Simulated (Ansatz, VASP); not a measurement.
**One calculation of V, two programs**

```
V
1.0
     0.00000    2.55090    2.55090
     2.55090    0.00000    2.55090
     2.55090    2.55090    0.00000
V
2
Cartesian
  0.6377 0.6377 0.6377
  4.4641 4.4641 4.4641
```

Alike in both runs: functional LDA; k mesh 10 × 10 × 10; occupations fermi-dirac, width 0.1 eV; no spin polarisation.

Ansatz relaxed the structure, and its values are those at the end. VASP's run is a single point on that final structure, the one shown.

```csv
,VASP,Ansatz
version,VASP 6.6.1,Ansatz 0.2.0
potentials or method,"VASP PAW LDA potentials, release 64 (V_sv), cutoff 520 eV","plane waves (420 eV) with PAW, scalar-relativistic"
valence electrons in the cell,26,26
```

```tsv
	VASP	Ansatz	Ansatz less VASP
pressure (GPa)	0.9	0.0	-0.93
```

Ansatz warns that its potentials were made for another functional, while VASP's fit it. LDA's correlation is that of Perdew and Zunger in VASP and of Perdew and Wang (1992) in Ansatz.
